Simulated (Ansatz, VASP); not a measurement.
One calculation of ZnS, two programs

File INCAR:

```
SYSTEM = ZnS
  PREC = Accurate
  ENCUT = 520
  EDIFF = 1E-6
  ISMEAR = -1
  SIGMA = 0.01
  LREAL = .False.
  LASPH = .True.
  NELM = 100
  ALGO = Normal
  ISIF = 2
  LWAVE = .False.
  LCHARG = .True.
  GGA = PS
  LELF = .True.
  LVHAR = .True.
  NBANDS = 16
```

File KPOINTS:

```
regular mesh
0
Gamma
  8 8 8
  0 0 0
```

POSCAR

```
ZnS
1.0
    0.0000000000      2.7046500000      2.7857895000
    2.7046500000      0.0000000000      2.7857895000
    2.7046500000      2.7046500000      0.0000000000
Zn S
1 1
Direct
    0.0000000000      0.0000000000      0.0000000000
    0.7500000000      0.7500000000      0.7500000000
```

Input for Ansatz:

```yaml
crystal:
  lattice:
    - [0.0, 2.70465, 2.7857895]
    - [2.70465, 0.0, 2.7857895]
    - [2.70465, 2.70465, 0.0]
  atoms:
    - { symbol: Zn, position: [0.0, 0.0, 0.0] }
    - { symbol: S, position: [0.75, 0.75, 0.75] }
kpoints:
  mp_grid: { grid: [8, 8, 8] }
  band_path:
    path:
      - [0.0, 0.0, 0.0]
      - [0.5, 0.0, 0.5]
      - [0.75, 0.25, 0.5]
      - [0.5, 0.5, 0.5]
      - [0.0, 0.0, 0.0]
      - [0.5, 0.5, 0.0]
      - [0.6321755114, 0.6321755114, 0.2643510227]
      - [0.3678244886, 0.3678244886, 0.7356489773]
      - [0.0, 0.0, 0.0]
    npoints: 5
scf:
  occupations: { method: fermi_dirac, width: 0.01 }
hamiltonian:
  xc: pbesol
  pseudopotentials: { kind: all_electron, lapw: { basis_error: 0.00025 } }
output:
  forces: true
  stress: true
  eigenvalues: true
```

Change from the starting cell: zz strain of +3 %.

Alike in both runs: task single point; functional PBEsol; k mesh 8 × 8 × 8; occupations fermi-dirac, width 0.01 eV; no spin polarisation.

|  | VASP | Ansatz |
| --- | --- | --- |
| version | VASP 6.6.1 | Ansatz 0.2.0 |
| potentials or method | VASP PAW PBE potentials, release 64 (Zn, S), cutoff 520 eV | all-electron LAPW, scalar-relativistic |

VASP gave:

| Property | Result |
| --- | --- |
| gap on the k mesh at the Fermi level (eV) | 1.80 |
| pressure (GPa) | -3.9 |
| traceless stress, the component that is largest in VASP (GPa) | -0.90 |

Q: What did Ansatz give for the same quantities?

A: gap on the k mesh at the Fermi level (eV): 1.80; pressure (GPa): -4.1; traceless stress, the component that is largest in VASP (GPa): -0.91.

VASP's potentials were made for PBE, not for PBEsol. Ansatz ran all-electron here, and VASP with PAW potentials.
